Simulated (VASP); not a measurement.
# Si47C48 (a cell with a defect) in VASP: single point with PBEsol

Aim: the single point of Si47C48 (a cell with a defect) with PBEsol.

All numbers are computed with VASP 6.6.1; they aren't measurements. Logs are shortened: lines on timing, memory, paths and dates and some standing lists are left out, and cuts for length are marked.

### 1 The cell of the first run

The cell holds a defect, 95 atoms: a = 9.234 Å, b = 10.663 Å, c = 10.076 Å, α = 90.00°, β = 90.00°, γ = 90.00°.

### 2 Single point, PBEsol

INCAR reads:

```
SYSTEM = Si47C48
PREC = Accurate
ENCUT = 520
EDIFF = 1E-6
ISMEAR = -1
SIGMA = 0.05
LREAL = Auto
LASPH = .True.
NELM = 100
ALGO = Normal
ISIF = 2
LWAVE = .False.
LCHARG = .True.
GGA = PS
LELF = .True.
LVHAR = .True.
NBANDS = 243
NELECT = 378.0
```

KPOINTS reads:

```
regular mesh
0
Gamma
  1 1 1
  0 0 0
```

POSCAR reads:

```
Si47C48
1.0
    9.2342040000      0.0000000000      0.0000000000
    0.0000000000     10.6627400000      0.0000000000
    0.0000000000      0.0000000000     10.0759470000
Si C
47 48
Direct
    0.0002540000      0.9987960000      0.5016550000
    0.3334830000      0.9985150000      0.5004320000
    0.1688930000      0.2481550000      0.5026320000
    0.0009240000      0.5048410000      0.5037380000
    0.6667030000      0.9988160000      0.5016480000
    0.4980700000      0.2481700000      0.5026150000
    0.1646020000      0.7487580000      0.5024450000
    0.8334790000      0.2483980000      0.5008230000
    0.6660310000      0.5048480000      0.5037170000
    0.5023640000      0.7487670000      0.5024330000
    0.8334710000      0.7517680000      0.5008930000
    0.0004100000      0.1671410000      0.2487130000
    0.3334770000      0.1665920000      0.2487720000
    0.1663880000      0.4169200000      0.2475980000
    0.9997110000      0.6674470000      0.2484940000
    0.6665330000      0.1671310000      0.2486990000
    0.5005340000      0.4169320000      0.2475990000
    0.3334680000      0.6676550000      0.2481530000
    0.1669160000      0.9169760000      0.2489260000
    0.8334700000      0.4163080000      0.2470260000
    0.6672250000      0.6674460000      0.2484760000
    0.5000360000      0.9169790000      0.2489080000
    0.8334720000      0.9178740000      0.2495280000
    0.1666720000      0.0819560000      0.7504850000
    0.9998990000      0.3328340000      0.7496610000
    0.5002890000      0.0819730000      0.7504840000
    0.3334680000      0.3297360000      0.7491430000
    0.1639180000      0.5850860000      0.7493200000
    0.9993940000      0.8337300000      0.7506590000
    0.8334930000      0.0829820000      0.7502030000
    0.6670450000      0.3328490000      0.7496500000
    0.5030570000      0.5851230000      0.7492780000
    0.3334720000      0.8332530000      0.7499050000
    0.8334810000      0.5843750000      0.7510210000
    0.6675860000      0.8337530000      0.7506670000
    0.9999330000      0.9998400000      0.0002020000
    0.3334600000      0.9997390000      0.0001470000
    0.1661660000      0.2489960000      0.9987870000
    0.9994460000      0.4996060000      0.9988090000
    0.6670020000      0.9998380000      0.0001990000
    0.5007810000      0.2490110000      0.9987740000
    0.3334610000      0.4997930000      0.9983030000
    0.1665370000      0.7506290000      0.9989670000
    0.8334780000      0.2491680000      0.9994650000
    0.6674710000      0.4995930000      0.9987950000
    0.5004020000      0.7506370000      0.9989450000
    0.8334800000      0.7503480000      0.0004730000
    0.0003180000      0.0001560000      0.1874700000
    0.3334700000      0.9997370000      0.1873080000
    0.1673860000      0.2500560000      0.1867370000
    0.0002360000      0.5005420000      0.1863740000
    0.6666320000      0.0001530000      0.1874600000
    0.4995430000      0.2500600000      0.1867350000
    0.3334540000      0.5000780000      0.1874920000
    0.1665020000      0.7497070000      0.1864380000
    0.8334640000      0.2496390000      0.1868920000
    0.6666910000      0.5005260000      0.1863720000
    0.5004430000      0.7496940000      0.1864270000
    0.8334690000      0.7506760000      0.1871650000
    0.9999840000      0.0001240000      0.6876740000
    0.3334710000      0.9997490000      0.6873720000
    0.1665700000      0.2491730000      0.6881820000
    0.9992370000      0.5004140000      0.6884570000
    0.6669670000      0.0001460000      0.6876570000
    0.5003660000      0.2491690000      0.6881730000
    0.3335050000      0.5001250000      0.7115360000
    0.1661710000      0.7506620000      0.6881880000
    0.8334640000      0.2500450000      0.6870560000
    0.6677390000      0.5004340000      0.6884520000
    0.5008090000      0.7506830000      0.6881810000
    0.8334750000      0.7504000000      0.6875580000
    0.0012150000      0.1669350000      0.4377300000
    0.3334650000      0.1659880000      0.4378260000
    0.1499780000      0.4094770000      0.4329680000
    0.9987930000      0.6685060000      0.4375580000
    0.6657210000      0.1669470000      0.4377120000
    0.5169100000      0.4095140000      0.4329790000
    0.3334830000      0.6844380000      0.4327010000
    0.1666580000      0.9168100000      0.4377880000
    0.8334760000      0.4153280000      0.4359670000
    0.6681660000      0.6685090000      0.4375460000
    0.5003150000      0.9168140000      0.4377670000
    0.8334710000      0.9189190000      0.4382250000
    0.1667080000      0.0821290000      0.9385150000
    0.9998980000      0.3325160000      0.9380880000
    0.5002390000      0.0821390000      0.9385140000
    0.3334600000      0.3318630000      0.9394500000
    0.1661240000      0.5830330000      0.9390810000
    0.9999080000      0.8330190000      0.9385240000
    0.8334700000      0.0825090000      0.9382680000
    0.6670520000      0.3325140000      0.9380810000
    0.5008080000      0.5830310000      0.9390800000
    0.3334600000      0.8326950000      0.9383060000
    0.8334630000      0.5831940000      0.9385810000
    0.6670400000      0.8330200000      0.9385250000
```

Potentials or basis: VASP PAW PBE potentials, release 64 (Si, C).

The run is started by

```console
> cat potpaw_PBE.64/Si/POTCAR potpaw_PBE.64/C/POTCAR > POTCAR
> mpirun -np 1 vasp_gam > vasp.out
```

OUTCAR:

```text
SYSTEM = Si47C48
   PREC = Accurate
   ENCUT = 520
   EDIFF = 1E-6
   ISMEAR = -1
   LREAL = Auto
   LASPH = .True.
   NELM = 100
   ISIF = 2
   GGA = PS
   NELECT = 378.0

 ion  position               nearest neighbor table
   1  0.000  0.999  0.502-  83 1.87  60 1.87  79 1.88  72 1.91  11 3.05  29 3.06   7 3.07  24 3.07
                            30 3.07   8 3.07   2 3.08   5 3.08   3 3.08  23 3.09  19 3.10  12 3.12
   2  0.333  0.999  0.500-  79 1.88  82 1.88  61 1.88  73 1.89   3 3.07   6 3.07  33 3.07   5 3.08
                             1 3.08  24 3.08  26 3.08  10 3.09   7 3.09  19 3.09  22 3.09  13 3.11
   3  0.169  0.248  0.503-  74 1.87  62 1.87  73 1.87  72 1.89  27 3.04   6 3.04  24 3.06   2 3.07
                            25 3.07   1 3.08   8 3.10  13 3.10  12 3.12  14 3.14   4 3.15
   4  0.001  0.505  0.504-  74 1.85  63 1.86  75 1.87  80 1.94   7 3.01  28 3.02  34 3.05  11 3.05
                            25 3.08   9 3.09  15 3.10   8 3.14  14 3.14   3 3.15
   5  0.667  0.999  0.502-  83 1.87  64 1.87  82 1.88  76 1.90  11 3.05  35 3.06  10 3.07  26 3.07
                            30 3.07   8 3.07   2 3.08   1 3.08   6 3.08  23 3.09  22 3.10  16 3.12
   6  0.498  0.248  0.503-  77 1.87  65 1.87  73 1.87  76 1.89  27 3.04   3 3.04  26 3.06   2 3.07
                            31 3.07   5 3.08   8 3.10  13 3.10  16 3.12  17 3.14   9 3.15
   7  0.165  0.749  0.502-  78 1.84  67 1.87  75 1.87  79 1.91   4 3.01  28 3.04  11 3.06  29 3.07
                             1 3.07  33 3.08   2 3.09  15 3.10  10 3.12  19 3.12  18 3.12
   8  0.833  0.248  0.501-  68 1.88  72 1.89  76 1.89  80 1.90  30 3.07   5 3.07   1 3.07  25 3.08
                            31 3.08  12 3.10  16 3.10   6 3.10   3 3.10  20 3.12   4 3.14   9 3.14
   9  0.666  0.505  0.504-  77 1.85  69 1.86  81 1.87  80 1.94  10 3.01  32 3.02  34 3.05  11 3.05
[... 111 lines left out ...]
  82  0.500  0.917  0.438-   2 1.88   5 1.88  22 1.90  10 1.91
  83  0.833  0.919  0.438-   5 1.87   1 1.87  11 1.89  23 1.90
  84  0.167  0.082  0.939-  36 1.88  37 1.88  38 1.88  24 1.89
[... 9 lines left out ...]
  94  0.833  0.583  0.939-  39 1.87  45 1.87  47 1.89  34 1.89
  95  0.667  0.833  0.939-  46 1.87  47 1.88  40 1.88  35 1.89

  LATTYP: Found a simple orthorhombic cell.
 ALAT       =     9.2342040000
 B/A-ratio  =     1.0911549063
 C/A-ratio  =     1.1547005026

  Lattice vectors:

 A1 = (  -9.2342040000,   0.0000000000,   0.0000000000)
 A2 = (   0.0000000000,   0.0000000000,  10.0759470000)
 A3 = (   0.0000000000,  10.6627400000,   0.0000000000)

Analysis of symmetry for initial positions (statically):
=====================================================================
 Subroutine PRICEL returns:
 Original cell was already a primitive cell.

 Routine SETGRP: Setting up the symmetry group for a
 simple orthorhombic supercell.

 Subroutine GETGRP returns: Found  1 space group operations
 (whereof  1 operations were pure point group operations)
 out of a pool of  8 trial point group operations.

The static configuration has the point symmetry C_1 .

Analysis of symmetry for dynamics (positions and initial velocities):
=====================================================================
 Subroutine PRICEL returns:
 Original cell was already a primitive cell.

 Routine SETGRP: Setting up the symmetry group for a
 simple orthorhombic supercell.

 Subroutine GETGRP returns: Found  1 space group operations
 (whereof  1 operations were pure point group operations)
 out of a pool of  8 trial point group operations.

The dynamic configuration has the point symmetry C_1 .
[... 227 lines left out ...]
   number of dos      NEDOS =    301   number of ions     NIONS =     95
   total plane-waves  NPLWV = 448000
   dimension x,y,z NGX =    70 NGY =   80 NGZ =   80
   dimension x,y,z NGXF=   140 NGYF=  160 NGZF=  160
   ions per type =              47  48
   NGX,Y,Z   is equivalent  to a cutoff of  12.60, 12.47, 13.20 a.u.
   NGXF,Y,Z  is equivalent  to a cutoff of  25.20, 24.95, 26.40 a.u.
 SYSTEM =  Si47C48
   PREC   = accura    normal or accurate (medium, high low for compatibility)
   ISTART =      0    job   : 0-new  1-cont  2-samecut
   ICHARG =      2    charge: 1-file 2-atom 10-const
   ISPIN  =      1    spin polarized calculation?
   LNONCOLLINEAR =      F non collinear calculations
   LSORBIT =      F    spin-orbit coupling
   LASPH  =      T    aspherical Exc in radial PAW
   ENCUT  =  520.0 eV  38.22 Ry    6.18 a.u.  17.17 19.83 18.73*2*pi/ulx,y,z
   NELM   =    100;   NELMIN=  2; NELMDL= -5     # of ELM steps
   EDIFF  = 0.1E-05   stopping-criterion for ELM
   LREAL  =      T    real-space projection
   EDIFFG = 0.1E-04   stopping-criterion for IOM
   NSW    =      0    number of steps for IOM
   IBRION =     -1    ionic relax: 0-MD 1-quasi-New 2-CG
   NFREE  =      0    steps in history (QN), initial steepest desc. (CG)
   ISIF   =      2    stress and relaxation
   ISYM   =      2    0-nonsym 1-usesym 2-fastsym
   POTIM  = 0.5000    time-step for ionic-motion
   TEBEG  =    0.0;   TEEND  =   0.0 temperature during run
   PSTRESS=    0.0 pullay stress
   NELECT =     378.0000    total number of electrons
   NUPDOWN=      -1.0000    fix difference up-down
   EMIN   =  10.00;   EMAX   =-10.00  energy-range for DOS
   EFERMI =   0.00;   METHOD = LEGACY
   ISMEAR =    -1;   SIGMA  =   0.05  broadening in eV -4-tet -1-fermi 0-gaus
   EFERMI_NEDOS =   21; number of points for ismear=-14 and -15
   IALGO  =     38    algorithm
   IMIX   =      4    mixing-type and parameters
     AMIX     =   0.40;   BMIX     =  1.00
     AMIX_MAG =   1.60;   BMIX_MAG =  1.00
  volume/ion in A,a.u.               =      10.44        70.47
  Fermi-wavevector in a.u.,A,eV,Ry     =   1.186827  2.242778 19.164596  1.408558
  Thomas-Fermi vector in A             =   2.322991
   LORBIT       =      0    0 simple, 1 ext, 2 COOP (PROOUT), +10 PAW based schemes
   GGA     = PS    functional components
   LHFCALC =     F    Hartree Fock is set to
   AEXX    =    0.0000 exact exchange contribution
   IVDW    =     0    specifies the selected vdW correction
   LEPSILON=     F    determine dielectric tensor
   LRPA    =     F    only Hartree local field effects (RPA)
 non-spin polarized calculation
  energy-cutoff  :      520.00
  volume of cell :      992.10
 maximum number of plane-waves:     13365
 NGX is ok and might be reduce to    70
   NGX = 35   NGY = 39   NGZ = 37

 number of electron     378.0000015 magnetization

 Free energy of the ion-electron system (eV)
  ---------------------------------------------------
  ext. energy  EPLUGINS =         0.00000000
  ---------------------------------------------------
  free energy    TOTEN  =      -763.01717910 eV

  energy without entropy =     -762.98977028  energy(sigma->0) =     -763.00347469

 E-fermi :   8.0467     XC(G=0): -11.4080

 val. band max:        7.8489380767   @ k =   0.0000   0.0000   0.0000
 cond. band min:       8.2422735659   @ k =   0.0000   0.0000   0.0000
 fundamental gap:      0.3933354892
 Fermi energy:         8.0466669278

 k-point     1 :       0.0000    0.0000    0.0000
  band No.  band energies     occupation
      1      -7.5453      2.00000
      2      -6.5150      2.00000
      3      -6.4886      2.00000
      4      -6.3827      2.00000
      5      -6.3309      2.00000
      6      -6.1658      2.00000
[... 193 lines left out ...]
    200      11.2405      0.00000
    201      11.3512      0.00000
 [bands above 201 left out]

------------------------ aborting loop because EDIFF is reached ----------------------------------------

  FORCE on cell =-STRESS in cart. coord.  units (eV):
  Direction    XX          YY          ZZ          XY          YZ          ZX
  --------------------------------------------------------------------------------------
  -------------------------------------------------------------------------------------
  Total       -5.4923404    -25.3206834    -18.9015639     -0.0049591     -0.5954576     -0.0052912
  in kB       -8.8698008    -40.8913876    -30.5248939     -0.0080087     -0.9616284     -0.0085449
  external PRESSURE =     -26.7620274 kB  Pullay stress =       0.0000000 kB

 VOLUME and BASIS-vectors are now :
 -----------------------------------------------------------------------------
  energy-cutoff  :      520.00
  volume of cell :      992.10
      direct lattice vectors                 reciprocal lattice vectors
     9.234204000  0.000000000  0.000000000     0.108293037  0.000000000  0.000000000
     0.000000000 10.662740000  0.000000000     0.000000000  0.093784524  0.000000000
     0.000000000  0.000000000 10.075947000     0.000000000  0.000000000  0.099246254

 POSITION                                       TOTAL-FORCE (eV/Angst)
 -----------------------------------------------------------------------------------
      0.00235     10.64990      5.05465         0.000554      0.015321     -0.007631
      3.07945     10.64691      5.04233        -0.000229      0.005542     -0.004815
      1.55959      2.64601      5.06449        -0.009988      0.011031     -0.014504
      0.00853      5.38299      5.07564         0.011965     -0.004323     -0.007463
      6.15647     10.65012      5.05458         0.001773      0.014109     -0.011077
      4.59928      2.64617      5.06432         0.003778      0.009570     -0.011497
[... 87 lines left out ...]
      7.69637      6.21845      9.45709        -0.003475      0.007711     -0.005747
      6.15958      8.88228      9.45653         0.003214      0.007134     -0.005207
 -----------------------------------------------------------------------------------
    total drift:                                0.000234     -0.020623      0.035627

  FREE ENERGIE OF THE ION-ELECTRON SYSTEM (eV)
  ---------------------------------------------------
  free  energy   TOTEN  =      -763.0171791005 eV

  energy  without entropy=     -762.9897702780  energy(sigma->0) =     -763.00347469
```

Run time: 4.7 min. Hardware: 1 thread of AMD EPYC 9R45 (Zen 5), shared host; peak memory 0.82 GiB.

Results:

```
Free energy   : -763.0172 eV
Largest force : 0.022 eV/Å
```

Forces on the atoms (eV/Å):
```
Si   0.001  0.015 -0.008
Si   0.000  0.006 -0.005
Si  -0.010  0.011 -0.015
Si   0.012 -0.004 -0.007
Si   0.002  0.014 -0.011
Si   0.004  0.010 -0.011
Si   0.014  0.004 -0.010
Si  -0.004  0.001 -0.015
Si  -0.016 -0.005 -0.005
Si  -0.013  0.005 -0.010
Si  -0.001  0.009 -0.009
Si   0.002 -0.004  0.009
Si   0.001  0.004  0.007
Si   0.004  0.000  0.011
Si   0.003 -0.009  0.004
Si  -0.007  0.001  0.013
Si  -0.008 -0.004  0.009
Si   0.004 -0.012  0.016
Si  -0.003 -0.009  0.012
Si   0.000  0.003  0.009
Si  -0.005 -0.007  0.007
Si  -0.002 -0.014  0.010
Si   0.003 -0.009  0.009
Si  -0.003  0.013 -0.002
Si   0.003  0.006  0.000
Si  -0.001  0.010 -0.003
Si   0.004  0.020  0.007
Si   0.017 -0.007  0.005
Si   0.001  0.006  0.003
Si  -0.001  0.005 -0.004
Si  -0.008  0.003 -0.001
Si  -0.015 -0.011  0.011
Si   0.004 -0.002  0.000
Si   0.002 -0.006  0.002
Si  -0.009  0.006 -0.001
Si   0.003 -0.011  0.008
Si   0.001 -0.008  0.010
Si   0.008  0.000  0.016
Si   0.004  0.001  0.011
Si   0.000 -0.009  0.006
Si  -0.006 -0.003  0.015
Si   0.000 -0.001  0.001
Si   0.002 -0.007  0.011
Si  -0.002  0.001  0.017
Si   0.000  0.005  0.015
Si  -0.001 -0.010  0.011
Si  -0.004 -0.009  0.005
C    0.000  0.006 -0.012
C    0.002  0.009 -0.009
C   -0.006  0.000 -0.010
C    0.001  0.000 -0.004
C   -0.003  0.005 -0.012
C    0.006  0.001 -0.015
C    0.006  0.006  0.003
C   -0.001  0.006  0.000
C    0.003  0.005 -0.008
C    0.001  0.002 -0.001
C    0.001  0.011 -0.001
C    0.004  0.005  0.002
C    0.001 -0.004  0.005
C    0.004 -0.008  0.000
C   -0.003 -0.008  0.001
C   -0.003  0.002 -0.001
C    0.000 -0.006  0.005
C    0.001 -0.008  0.000
C   -0.002  0.001 -0.019
C   -0.008 -0.001 -0.002
C    0.005 -0.003  0.007
C   -0.004  0.003 -0.003
C    0.003  0.004  0.000
C    0.004 -0.004 -0.002
C    0.002 -0.005  0.004
C   -0.001 -0.001 -0.003
C    0.004 -0.006  0.016
C   -0.004 -0.004  0.002
C    0.004 -0.013  0.005
C    0.007 -0.002  0.012
C    0.005 -0.017  0.009
C   -0.004  0.002 -0.001
C   -0.003 -0.006 -0.003
C    0.004  0.000  0.003
C    0.001  0.008  0.000
C   -0.007 -0.012  0.002
C    0.004  0.005 -0.010
C    0.003 -0.001 -0.015
C   -0.002 -0.004 -0.014
C   -0.001  0.000 -0.006
C    0.000  0.007 -0.002
C    0.001  0.000 -0.011
C   -0.005  0.008 -0.008
C   -0.001  0.000 -0.014
C    0.005  0.001 -0.018
C   -0.002  0.003 -0.012
C   -0.003  0.008 -0.006
C    0.003  0.007 -0.005
```

Caveat: the k points lie up to 0.68 Å⁻¹ apart; the cell carries a net charge on a neutralising background, which shifts energy and pressure; the cell is charged against a uniform background, so pressure and absolute levels hang on convention; the PAW data sets were made with another functional, which shifts forces and pressure a little.
